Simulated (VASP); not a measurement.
Set up this calculation in VASP 6.6.1, as the native input.

| Item | Value |
| --- | --- |
| Task | relaxation of cell and atoms |
| Functional | PBE |
| Potentials or basis | VASP PAW PBE potentials, release 64 (Si, B, C) |
| Cutoff | 600 eV |
| k mesh | 6 × 6 × 2 |
| Occupations | gaussian, width 0.1 eV |
| Spin | no spin polarisation |
| Dipole correction | no |
| Further INCAR settings | ALGO = Normal; EDIFF = 1e-06; IBRION = 2; EDIFFG = -0.04; NSW = 90; ISIF = 3 |

The structure of Si2B2C lies in POSCAR:

```
Si2B2C
1.0
    3.2352230700      0.0000000000      0.0000000000
   -1.6176115300      2.8017853600      0.0000000000
    0.0000000000      0.0000000000     11.9508159300
Si B C
4 4 2
Direct
    0.6666666700      0.3333333300      0.5602570200
    0.6666666700      0.3333333300      0.9397429800
    0.3333333300      0.6666666700      0.4397429800
    0.3333333300      0.6666666700      0.0602570200
    0.6666666700      0.3333333300      0.4025490000
    0.6666666700      0.3333333300      0.0974510000
    0.3333333300      0.6666666700      0.9025490000
    0.3333333300      0.6666666700      0.5974510000
    0.0000000000      0.0000000000      0.7500000000
    0.0000000000      0.0000000000      0.2500000000
```

One way to write it, as run:

INCAR

```
SYSTEM = Si2B2C
PREC     = Accurate       ! precision mode
ENCUT    = 600            ! plane-wave cutoff, eV
EDIFF    = 1E-6           ! SCF threshold, eV
ISMEAR   = 0              ! smearing method
SIGMA    = 0.1            ! smearing width, eV
LREAL    = .FALSE.        ! projectors in reciprocal space
LASPH    = .TRUE.         ! aspherical terms in the spheres
NELM     = 60             ! most SCF steps
ALGO     = Normal         ! electronic algorithm
ISIF     = 3              ! what is computed and relaxed
LWAVE    = .FALSE.        ! write WAVECAR
LCHARG   = .FALSE.        ! write CHGCAR
GGA      = PE             ! functional
IBRION   = 2              ! ionic algorithm
NSW      = 90             ! ionic steps
EDIFFG   = -0.04          ! ionic threshold
```

KPOINTS

```
regular mesh
0
G
  6 6 2
  0 0 0
```

Potentials or basis: VASP PAW PBE potentials, release 64 (Si, B, C).

Command:

```sh
$ cat potpaw_PBE.64/Si/POTCAR potpaw_PBE.64/B/POTCAR potpaw_PBE.64/C/POTCAR > POTCAR
$ mpirun -np 1 vasp_std > vasp.out
```

Results of the run:

- Relaxed volume: 8.76 Å³/atom
- Relaxed cell: a = 2.955 Å, b = 2.955 Å, c = 11.586 Å, α = 90.00°, β = 90.00°, γ = 120.00°
- Space group after relaxing (to 0.05 Å): P6_3/mmc (No. 194)
- Energy gained by relaxing: 1389.4 meV/atom
- Ionic steps: 63
- Pressure after relaxing: -0.1 GPa
- Largest force after relaxing: 0.027 eV/Å
- Band gap on the k mesh: zero (band 18 reaches 13.89 eV, above the bottom of band 19 at 10.38 eV)

Caveat: the k points lie up to 0.41 Å⁻¹ apart in the final cell; the volume moved by over 15 % at a fixed basis, so the end points are rough.

Wall time 14 min on 1 thread of Intel(R) Xeon(R) 6975P-C (Granite Rapids), on a shared host, peak memory 0.3 GiB.
